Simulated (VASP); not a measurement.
A run of VASP 6.6.1 is set up as follows.

INCAR

```
SYSTEM = BaTiO3
PREC     = Accurate       ! precision mode
ENCUT    = 520            ! plane-wave cutoff, eV
EDIFF    = 1E-6           ! SCF threshold, eV
ISMEAR   = 0              ! smearing method
SIGMA    = 0.01           ! smearing width, eV
LREAL    = .FALSE.        ! projectors in reciprocal space
LASPH    = .TRUE.         ! aspherical terms in the spheres
NELM     = 60             ! most SCF steps
ALGO     = Normal         ! electronic algorithm
ISIF     = 2              ! what is computed and relaxed
LWAVE    = .FALSE.        ! write WAVECAR
LCHARG   = .TRUE.         ! write CHGCAR
GGA      = PE             ! functional
LELF     = .TRUE.         ! ELF
LVHAR    = .TRUE.       
NBANDS   = 28             ! bands
```

Contents of KPOINTS:

```
Automatic mesh
0
G
  4 4 4
  0 0 0
```

The input POSCAR:

```
BaTiO3
1.0
    3.9804821087      0.0492217639     -0.0377026291
    0.0492217639      4.2165242059     -0.0094757405
   -0.0378729119     -0.0095258237      4.0000646379
Ba Ti O
1 1 3
Direct
    0.0085000000      0.9970600000      0.0281600000
    0.5262100000      0.5032200000      0.4668900000
    0.4648300000      0.5315200000      0.0142500000
    0.4559600000      0.9838900000      0.4934600000
    0.0050800000      0.4811500000      0.5275000000
```

Potentials or basis: VASP PAW PBE potentials, release 64 (Ba_sv, Ti_sv, O).

Launch:

```sh
$ cat potpaw_PBE.64/Ba_sv/POTCAR potpaw_PBE.64/Ti_sv/POTCAR potpaw_PBE.64/O/POTCAR > POTCAR
$ mpirun -np 1 vasp_std > vasp.out
```

Problem. Estimate the pressure.

Solution. 0.7 GPa.

Problem. What does it give for the largest force?

Solution. 1.603 eV/Å.

Problem. Estimate the band gap on the k mesh.

Solution. 2.10 eV (least direct gap 2.43 eV).

Stress tensor (GPa, compression positive):
```
 1.82 -2.23  1.49
-2.23 -4.94  1.28
 1.49  1.28  5.16
```

Caveat: spin-orbit coupling is left out, which moves the levels of the heavy elements; forces of over 1 eV/Å act on the atoms, so gaps and moduli don't describe the material at rest. A k mesh can miss the band edges.
